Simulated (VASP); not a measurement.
The system is Ca.

```
Ca
1.0
    -2.21776    2.21776    2.21776
     2.21776   -2.21776    2.21776
     2.21776    2.21776   -2.21776
Ca
1
Cartesian
  0.0000 0.0000 0.0000
```

This isn't the form of Ca at room conditions, which is fcc.

| Item | Value |
| --- | --- |
| Program | VASP 6.6.1 |
| Task | relaxation of cell and atoms |
| Functional | PBE |
| Potentials or basis | VASP PAW PBE potentials, release 64 (Ca_sv) |
| Cutoff | 600 eV |
| k mesh | 10 × 10 × 10 |
| Occupations | fermi-dirac, width 0.1 eV |
| Spin | no spin polarisation |

At the start: pressure -0.5 GPa; volume 43.63 Å³/atom.

Task: Where does the relaxation end?

Result: Over 3 steps the energy falls by 2.3 meV/atom and the volume is 42.18 Å³/atom (-3.3 %); space group Im-3m (No. 229, to 0.1 Å) before and after.

Step by step:
| step | energy change (eV) | largest force (eV/Å) | pressure (GPa) | volume (Å³) |
| --- | --- | --- | --- | --- |
| 1 | 0.0000 | 0.0000 | -0.54 | 43.63 |
| 2 | -0.0020 | 0.0000 | -0.18 | 42.72 |
| 3 | -0.0023 | 0.0000 | 0.03 | 42.18 |

Final structure:
```
CELL_PARAMETERS angstrom
-2.19282 2.19282 2.19282
2.19282 -2.19282 2.19282
2.19282 2.19282 -2.19282
ATOMIC_POSITIONS crystal
Ca 0.00000 0.00000 0.00000
```
